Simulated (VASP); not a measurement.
# TiO2 (Anatase) (P1) in VASP: single point with PBEsol

Aim: the single point of TiO2 (Anatase) with PBEsol.

Everything below comes from runs of VASP 6.6.1. Logs are shortened: lines on timing, memory, paths and dates and some standing lists are left out, and cuts for length are marked.

### Step 1. The cell of the first run

The typed cell holds 6 atoms: a = 5.486 Å, b = 5.486 Å, c = 5.486 Å, α = 139.72°, β = 139.72°, γ = 58.28°.

### Step 2. Single point, PBEsol

File INCAR:

```
SYSTEM = TiO2
PREC     = Accurate       ! precision mode
ENCUT    = 520            ! plane-wave cutoff, eV
EDIFF    = 1E-6           ! SCF threshold, eV
ISMEAR   = -1             ! smearing method
SIGMA    = 0.146          ! smearing width, eV
LREAL    = .False.        ! projectors in reciprocal space
LASPH    = .True.         ! aspherical terms in the spheres
NELM     = 80             ! most SCF steps
ALGO     = Normal         ! electronic algorithm
ISIF     = 2              ! what is computed and relaxed
LWAVE    = .False.        ! write WAVECAR
LCHARG   = .False.        ! write CHGCAR
GGA      = PS             ! functional
NBANDS   = 33             ! bands
```

File KPOINTS:

```
Automatic mesh
0
Gamma
  6 6 6
  0 0 0
```

File POSCAR:

```
TiO2
1.0
   -1.8888993355      1.8888993355      4.7917223787
    1.8888993355     -1.8888993355      4.7917223787
    1.8888993355      1.8888993355     -4.7917223787
Ti O
2 4
Direct
   -0.0059682444      0.0092927595     -0.0270906443
    0.7453891298      0.2635590593      0.5198829189
    0.1907198638      0.2185167394     -0.0031963059
    0.9701597476      0.4353284408      0.5188982184
    0.5524316148      0.0138097408      0.4846936429
    0.8183400485      0.7639750551      0.0211689417
```

Potentials or basis: VASP PAW PBE potentials, release 64 (Ti_sv, O).

Command:

```
> cat potpaw_PBE.64/Ti_sv/POTCAR potpaw_PBE.64/O/POTCAR > POTCAR
> mpirun -np 1 vasp_std > vasp.out
```

OUTCAR:

```text
SYSTEM = TiO2
   PREC = Accurate
   ENCUT = 520
   EDIFF = 1E-6
   ISMEAR = -1
   LREAL = .False.
   LASPH = .True.
   NELM = 80
   ISIF = 2
   GGA = PS

 ion  position               nearest neighbor table
   1  0.994  0.009  0.973-   5 1.78   3 1.83   4 2.01   4 2.03   5 2.03   6 2.26   2 2.85
   2  0.745  0.264  0.520-   6 1.79   3 1.86   4 1.91   5 1.96   3 1.99   6 2.06   1 2.85
   3  0.191  0.219  0.997-   1 1.83   2 1.86   2 1.99
   4  0.970  0.435  0.519-   2 1.91   1 2.01   1 2.03
   5  0.552  0.014  0.485-   1 1.78   2 1.96   1 2.03
   6  0.818  0.764  0.021-   2 1.79   2 2.06   1 2.26

  LATTYP: Found a body centered tetragonal cell.
 ALAT       =     3.7777986710
 C/A-ratio  =     2.5367801707

  Lattice vectors:

 A1 = (  -1.8888993355,   1.8888993355,   4.7917223787)
 A2 = (   1.8888993355,  -1.8888993355,   4.7917223787)
 A3 = (   1.8888993355,   1.8888993355,  -4.7917223787)

Analysis of symmetry for initial positions (statically):
=====================================================================
 Subroutine PRICEL returns:
 Original cell was already a primitive cell.

 Routine SETGRP: Setting up the symmetry group for a
 body centered tetragonal supercell.

 Subroutine GETGRP returns: Found  1 space group operations
 (whereof  1 operations were pure point group operations)
 out of a pool of 16 trial point group operations.

The static configuration has the point symmetry C_1 .

Analysis of symmetry for dynamics (positions and initial velocities):
=====================================================================
 Subroutine PRICEL returns:
 Original cell was already a primitive cell.

 Routine SETGRP: Setting up the symmetry group for a
 body centered tetragonal supercell.

 Subroutine GETGRP returns: Found  1 space group operations
 (whereof  1 operations were pure point group operations)
 out of a pool of 16 trial point group operations.

The dynamic configuration has the point symmetry C_1 .

 Subroutine INISYM returns: Found  1 space group operations
 (whereof  1 operations are pure point group operations),
 and found     1 'primitive' translations

----------------------------------------------------------------------------------------

                                     Primitive cell

  volume of cell :      68.3863

  direct lattice vectors                    reciprocal lattice vectors
    -1.888899336  1.888899336  4.791722379     0.000000000  0.264704418  0.104346613
     1.888899336 -1.888899336  4.791722379     0.264704418  0.000000000  0.104346613
     1.888899336  1.888899336 -4.791722379     0.264704418  0.264704418  0.000000000

  length of vectors
     5.486026317  5.486026317  5.486026317     0.284528812  0.284528812  0.374348579

  position of ions in fractional coordinates (direct lattice)
     0.994031756  0.009292759  0.972909356
     0.745389130  0.263559059  0.519882919
     0.190719864  0.218516739  0.996803694
     0.970159748  0.435328441  0.518898218
     0.552431615  0.013809741  0.484693643
     0.818340048  0.763975055  0.021168942

  ion indices of the primitive-cell ions
   primitive index   ion index
                 1           1
                 2           2
                 3           3
                 4           4
                 5           5
                 6           6

----------------------------------------------------------------------------------------

 KPOINTS: Automatic mesh

Automatic generation of k-mesh.
 Grid dimensions read from file:
 generate k-points for:    6    6    6

 Generating k-lattice:

  Cartesian coordinates                     Fractional coordinates (reciprocal lattice)
     0.000000000  0.044117403  0.017391102     0.166666667  0.000000000 -0.000000000
     0.044117403  0.000000000  0.017391102     0.000000000  0.166666667 -0.000000000
     0.044117403  0.044117403  0.000000000     0.000000000  0.000000000  0.166666667

  Length of vectors
     0.047421469  0.047421469  0.062391430

  Shift w.r.t. Gamma in fractional coordinates (k-lattice)
     0.000000000  0.000000000  0.000000000

 Subroutine IBZKPT returns following result:
 ===========================================

 Found    112 irreducible k-points:

 Following reciprocal coordinates:
            Coordinates               Weight
  0.000000  0.000000  0.000000      1.000000
  0.166667  0.000000  0.000000      2.000000
  0.000000  0.166667  0.000000      2.000000
  0.000000  0.166667 -0.166667      2.000000
  0.166667  0.000000 -0.166667      2.000000
  0.333333  0.000000 -0.000000      2.000000
[... 16 lines left out ...]
  0.000000  0.500000  0.333333      2.000000
 -0.166667 -0.333333  0.000000      2.000000
 [... further k-points ...]
   k-points           NKPTS =    112   k-points in BZ     NKDIM =    112   number of bands    NBANDS=     33
   number of dos      NEDOS =    301   number of ions     NIONS =      6
   total plane-waves  NPLWV =  74088
   dimension x,y,z NGX =    42 NGY =   42 NGZ =   42
   dimension x,y,z NGXF=    84 NGYF=   84 NGZF=   84
   ions per type =               2   4
   NGX,Y,Z   is equivalent  to a cutoff of  12.73, 12.73, 12.73 a.u.
   NGXF,Y,Z  is equivalent  to a cutoff of  25.45, 25.45, 25.45 a.u.
 SYSTEM =  TiO2
   PREC   = accura    normal or accurate (medium, high low for compatibility)
   ISTART =      0    job   : 0-new  1-cont  2-samecut
   ICHARG =      2    charge: 1-file 2-atom 10-const
   ISPIN  =      1    spin polarized calculation?
   LNONCOLLINEAR =      F non collinear calculations
   LSORBIT =      F    spin-orbit coupling
   LASPH  =      T    aspherical Exc in radial PAW
   ENCUT  =  520.0 eV  38.22 Ry    6.18 a.u.  10.20 10.20 10.20*2*pi/ulx,y,z
   NELM   =     80;   NELMIN=  2; NELMDL= -5     # of ELM steps
   EDIFF  = 0.1E-05   stopping-criterion for ELM
   LREAL  =      F    real-space projection
   EDIFFG = 0.1E-04   stopping-criterion for IOM
   NSW    =      0    number of steps for IOM
   IBRION =     -1    ionic relax: 0-MD 1-quasi-New 2-CG
   NFREE  =      0    steps in history (QN), initial steepest desc. (CG)
   ISIF   =      2    stress and relaxation
   ISYM   =      2    0-nonsym 1-usesym 2-fastsym
   POTIM  = 0.5000    time-step for ionic-motion
   TEBEG  =    0.0;   TEEND  =   0.0 temperature during run
   PSTRESS=    0.0 pullay stress
   NELECT =      48.0000    total number of electrons
   NUPDOWN=      -1.0000    fix difference up-down
   EMIN   =  10.00;   EMAX   =-10.00  energy-range for DOS
   EFERMI =   0.00;   METHOD = LEGACY
   ISMEAR =    -1;   SIGMA  =   0.15  broadening in eV -4-tet -1-fermi 0-gaus
   EFERMI_NEDOS =   21; number of points for ismear=-14 and -15
   IALGO  =     38    algorithm
   IMIX   =      4    mixing-type and parameters
     AMIX     =   0.40;   BMIX     =  1.00
     AMIX_MAG =   1.60;   BMIX_MAG =  1.00
  volume/ion in A,a.u.               =      11.40        76.92
  Fermi-wavevector in a.u.,A,eV,Ry     =   1.454897  2.749356 28.799783  2.116724
  Thomas-Fermi vector in A             =   2.571994
   LORBIT       =      0    0 simple, 1 ext, 2 COOP (PROOUT), +10 PAW based schemes
   GGA     = PS    functional components
   LHFCALC =     F    Hartree Fock is set to
   AEXX    =    0.0000 exact exchange contribution
   IVDW    =     0    specifies the selected vdW correction
   LEPSILON=     F    determine dielectric tensor
   LRPA    =     F    only Hartree local field effects (RPA)
 non-spin polarized calculation
  energy-cutoff  :      520.00
  volume of cell :       68.39
 maximum number of plane-waves:      1858
 NGX is ok and might be reduce to    42
   NGX = 21   NGY = 21   NGZ = 21

 number of electron      48.0000000 magnetization

 Free energy of the ion-electron system (eV)
  ---------------------------------------------------
  ext. energy  EPLUGINS =         0.00000000
  ---------------------------------------------------
  free energy    TOTEN  =       -55.57861971 eV

  energy without entropy =      -55.57843279  energy(sigma->0) =      -55.57852625

 E-fermi :   4.5503     XC(G=0): -10.9765

 val. band max:        3.2255749812   @ k =   0.0000   0.0000   0.5000
 cond. band min:       5.5732902458   @ k =   0.0000   0.0000   0.0000
 fundamental gap:      2.3477152646
 Fermi energy:         4.5503034772

 k-point     1 :       0.0000    0.0000    0.0000
  band No.  band energies     occupation
      1     -52.8618      2.00000
      2     -52.4725      2.00000
      3     -29.4536      2.00000
      4     -29.3309      2.00000
      5     -29.0866      2.00000
      6     -28.8951      2.00000
[... 25 lines left out ...]
     32       8.7294      0.00000
     33       8.9547      0.00000

 k-point     2 :       0.1667    0.0000    0.0000
  band No.  band energies     occupation
      1     -52.8604      2.00000
      2     -52.4726      2.00000
      3     -29.4661      2.00000
      4     -29.3558      2.00000
      5     -29.0861      2.00000
      6     -28.9106      2.00000
[... 25 lines left out ...]
     32       9.2358      0.00000
     33       9.4611      0.00000

 k-point     3 :       0.0000    0.1667    0.0000
  band No.  band energies     occupation
      1     -52.8609      2.00000
      2     -52.4723      2.00000
      3     -29.4421      2.00000
      4     -29.3301      2.00000
      5     -29.1068      2.00000
      6     -28.8956      2.00000
[... 25 lines left out ...]
     32       8.7779      0.00000
     33       9.3909      0.00000

 k-point     4 :       0.0000    0.1667   -0.1667
  band No.  band energies     occupation
      1     -52.8603      2.00000
      2     -52.4727      2.00000
      3     -29.4566      2.00000
      4     -29.3602      2.00000
      5     -29.0864      2.00000
      6     -28.9147      2.00000
[... 673 lines left out ...]
     32       9.5844      0.00000
     33      10.0626      0.00000

 k-point    23 :       0.0000    0.5000    0.3333
  band No.  band energies     occupation
      1     -52.8563      2.00000
      2     -52.4731      2.00000
      3     -29.4648      2.00000
      4     -29.4049      2.00000
      5     -29.1091      2.00000
      6     -28.9261      2.00000
[... 25 lines left out ...]
     32      10.2312      0.00000
     33      10.5247      0.00000

 k-point    24 :      -0.1667   -0.3333    0.0000
  band No.  band energies     occupation
      1     -52.8577      2.00000
      2     -52.4721      2.00000
      3     -29.4329      2.00000
      4     -29.3494      2.00000
      5     -29.1511      2.00000
      6     -28.9142      2.00000
[... 25 lines left out ...]
     32       9.5476      0.00000
     33      10.0521      0.00000

 [... further k-points ...]

------------------------ aborting loop because EDIFF is reached ----------------------------------------

  FORCE on cell =-STRESS in cart. coord.  units (eV):
  Direction    XX          YY          ZZ          XY          YZ          ZX
  --------------------------------------------------------------------------------------
  -------------------------------------------------------------------------------------
  Total       -2.9699900      6.2723310      2.8892418     -0.1494837      0.3542292      0.2100670
  in kB      -69.5819036    146.9502356     67.6901069     -3.5021536      8.2989972      4.9215195
  external PRESSURE =      48.3528130 kB  Pullay stress =       0.0000000 kB

 VOLUME and BASIS-vectors are now :
 -----------------------------------------------------------------------------
  energy-cutoff  :      520.00
  volume of cell :       68.39
      direct lattice vectors                 reciprocal lattice vectors
    -1.888899336  1.888899336  4.791722379     0.000000000  0.264704418  0.104346613
     1.888899336 -1.888899336  4.791722379     0.264704418  0.000000000  0.104346613
     1.888899336  1.888899336 -4.791722379     0.264704418  0.264704418  0.000000000

 POSITION                                       TOTAL-FORCE (eV/Angst)
 -----------------------------------------------------------------------------------
     -0.02234      3.69780      0.14574        -0.085885      1.150484     -3.203870
      0.07188      1.89214      2.34346        -0.082550     -0.505112      1.651009
      1.93537      1.83036     -2.81546        -0.274535      2.039789      0.017360
     -0.03010      1.99039      4.24829        -0.450893     -0.593294      1.813685
     -0.10186      1.93294      0.39075         0.060486     -1.267979     -0.480841
     -0.06270      0.14268      7.48058         0.833378     -0.823887      0.202656
 -----------------------------------------------------------------------------------
    total drift:                               -0.000133     -0.000360     -0.000063

  FREE ENERGIE OF THE ION-ELECTRON SYSTEM (eV)
  ---------------------------------------------------
  free  energy   TOTEN  =       -55.5786197105 eV

  energy  without entropy=      -55.5784327907  energy(sigma->0) =      -55.57852625
```

Wall time 3.8 min (1 thread of Intel Xeon 6975P-C (Granite Rapids), shared host); peak memory 0.37 GiB.

What came out:

| Quantity | Value |
| --- | --- |
| Free energy | -55.5786 eV |
| Pressure | 4.8 GPa |
| Largest force | 3.405 eV/Å |
| Band gap on the k mesh | 2.35 eV, indirect (least direct gap 2.54 eV) |

Forces on the atoms (eV/Å):
```
Ti  -0.086  1.150 -3.204
Ti  -0.083 -0.505  1.651
O   -0.275  2.040  0.017
O   -0.451 -0.593  1.814
O    0.060 -1.268 -0.481
O    0.833 -0.824  0.203
```

Caveat: the PAW data sets were made with another functional, which shifts forces and pressure a little. A k mesh can miss the band edges.
